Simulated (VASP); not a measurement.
Runs of VASP 6.6.1 on SiC. The structure is that of space group P6_3mc (No. 186), or close to it. The cells are those of the table. 

| task | cell | k mesh | cutoff (eV) | smearing | gap on the mesh (eV) | pressure (GPa) |
| --- | --- | --- | --- | --- | --- | --- |
| single point | a = 3.076, b = 3.076, c = 5.048 Å, angles 90.0, 90.0, 120.0°, 4 atoms | 8 × 8 × 6 | 520 | gaussian 0.01 eV | 2.37 | 0.4 |
| single point | a = 3.091, b = 3.091, c = 5.073 Å, angles 90.0, 90.0, 120.0°, 4 atoms | 8 × 8 × 6 | 520 | gaussian 0.01 eV | 2.40 | (a) |
| single point | a = 3.076, b = 3.069, c = 5.048 Å, angles 89.9, 89.7, 119.8°, 4 atoms | 8 × 8 × 6 | 520 | gaussian 0.01 eV | (b) | 0.4 |
| relaxation of cell and atoms | relaxed from a = 3.076, b = 3.076, c = 5.048 Å, angles 90.0, 90.0, 120.0°, 4 atoms | 14 × 14 × 8 | 600 | fermi-dirac 0.1 eV | 2.20 | 0.0 |
| single point | a = 3.076, b = 3.076, c = 5.022 Å, angles 90.0, 90.0, 120.0°, 4 atoms | 8 × 8 × 6 | 520 | gaussian 0.01 eV | 2.40 | 1.5 |

Alike in all rows: level PBEsol; potentials or basis VASP PAW PBE potentials, release 64 (Si, C); no spin polarisation.

Problem. Estimate the missing entries.

Solution. (a) -2.9; (b) 2.34.

Caveats: the PAW data sets were made with another functional, which shifts forces and pressure a little.

A k mesh can miss the band edges.
